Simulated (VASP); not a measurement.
Input of a VASP 6.6.1 run:

File INCAR:

```
  PREC = Accurate
  ENCUT = 520
  EDIFF = 1E-6
  ISMEAR = 1
  SIGMA = 0.02
  LREAL = F
  LASPH = T
  NELM = 100
  ALGO = Fast
  ISIF = 2
  LWAVE = F
  LCHARG = T
  GGA = PE
  LELF = T
  LVHAR = T
  NBANDS = 12
```

KPOINTS

```
Automatic mesh
0
Gamma
  18 18 10
```

POSCAR

```
P
1.0
    2.4246941115      0.0000000000      0.0000000000
    0.0000000000      2.4385351442      0.0000000000
   -0.0203144631      0.0000000000      4.8524328982
P
2
Direct
    0.9999999700      0.0000000000      0.2505746400
    0.0000000300      0.0000000000      0.7494253600
```

Potentials or basis: VASP PAW PBE potentials, release 64 (P).

Run with:

```bash
$ cat potpaw_PBE.64/P/POTCAR > POTCAR
$ mpirun -np 1 vasp_std > vasp.out
```

(1) Estimate the pressure.

(2) Predict the band gap on the k mesh.

Answers

(1) 2.3 GPa.

(2) zero (bands 5 and 6 overlap by 10.12 eV).
